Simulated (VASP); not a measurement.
Input of a VASP 6.6.1 run:

File INCAR:

```
SYSTEM = Zr
PREC = Accurate
ENCUT = 520
EDIFF = 1E-7
ISMEAR = -1
SIGMA = 0.1
LREAL = .False.
LASPH = .True.
NELM = 100
ALGO = Normal
ISIF = 2
LWAVE = .False.
LCHARG = .False.
GGA = PE
NBANDS = 12
```

File KPOINTS:

```
Automatic mesh
0
Gamma
  20 20 20
  0 0 0
```

POSCAR

```
Zr
1.0
    0.0000000000      2.3510973636      2.3510973636
    2.3510973636      0.0000000000      2.3510973636
    2.3510973636      2.3510973636      0.0000000000
Zr
1
Direct
    0.0000000000      0.0000000000      0.0000000000
```

Potentials or basis: VASP PAW PBE potentials, release 64 (Zr_sv).

Run with:

```bash
$ cat potpaw_PBE.64/Zr_sv/POTCAR > POTCAR
$ mpirun -np 1 vasp_std > vasp.out
```

Q: Estimate the pressure.

A: -8.3 GPa.

Q: What does it give for the band gap on the k mesh?

A: Zero (band 6 reaches 8.65 eV, above the bottom of band 7 at 7.33 eV).
